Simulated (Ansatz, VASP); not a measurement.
H: VASP beside Ansatz

```
H
1.0
     5.82848    0.00000    0.00000
     0.00000    5.82848    0.00000
     0.00000    0.00000    5.82848
H
12
Direct
  0.89805 0.34288 0.83517
  0.84560 0.23286 0.79520
  0.55896 0.55135 0.96985
  0.56005 0.67016 0.92174
  0.03536 0.05492 0.35693
  0.04133 0.95066 0.43151
  0.57518 0.40431 0.48544
  0.46264 0.44034 0.53588
  0.52788 0.96949 0.27149
  0.44019 0.94835 0.18018
  0.15954 0.70122 0.78416
  0.14117 0.64977 0.66818
```

Alike in both runs: functional PBE; dispersion D3(BJ); k mesh 1 × 1 × 1; occupations fermi-dirac, width 0.02 eV; no spin polarisation.

Ansatz relaxed the structure, and its values are those at the end. VASP's run is a single point on that final structure, the one shown.

```csv
,VASP,Ansatz
version,VASP 6.6.1,Ansatz 0.2.0
potentials or method,"VASP PAW PBE potentials, release 64 (H), cutoff 520 eV","scalar-relativistic, plane waves, PAW"
valence electrons in the cell,12,12
```

|  | VASP | Ansatz | Ansatz less VASP |
| --- | --- | --- | --- |
| rms of the force components (eV/Å) | 0.028 | 0.028 | -0.0003 |
